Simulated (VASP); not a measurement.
Input of a VASP 6.6.1 run:

Contents of INCAR:

```
SYSTEM = Rh
ALGO = Normal
EDIFF = 1E-6
ENCUT = 500
GGA = PE
GGA_COMPAT = .False.
ISIF = 2
ISMEAR = -1
LASPH = .True.
LCHARG = .True.
LELF = .True.
LREAL = .False.
LVHAR = .True.
LWAVE = .False.
NBANDS = 14
NELM = 120
PREC = Accurate
SIGMA = 0.1
```

Contents of KPOINTS:

```
k-points
0
Gamma
  12 12 12
  0 0 0
```

POSCAR

```
Rh
1.0
    0.0000000000      1.9155135575      1.9155135575
    1.9155135575      0.0000000000      1.9155135575
    1.9155135575      1.9155135575      0.0000000000
Rh
1
Direct
    0.0000000000      0.0000000000      0.0000000000
```

Potentials or basis: VASP PAW PBE potentials, release 64 (Rh_pv).

Launch:

```sh
$ cat potpaw_PBE.64/Rh_pv/POTCAR > POTCAR
$ mpirun -np 1 vasp_std > vasp.out
```

Estimate the pressure.

0.3 GPa.

Estimate the band gap on the k mesh.

zero (an odd number of electrons rules out a gap without spin polarisation).
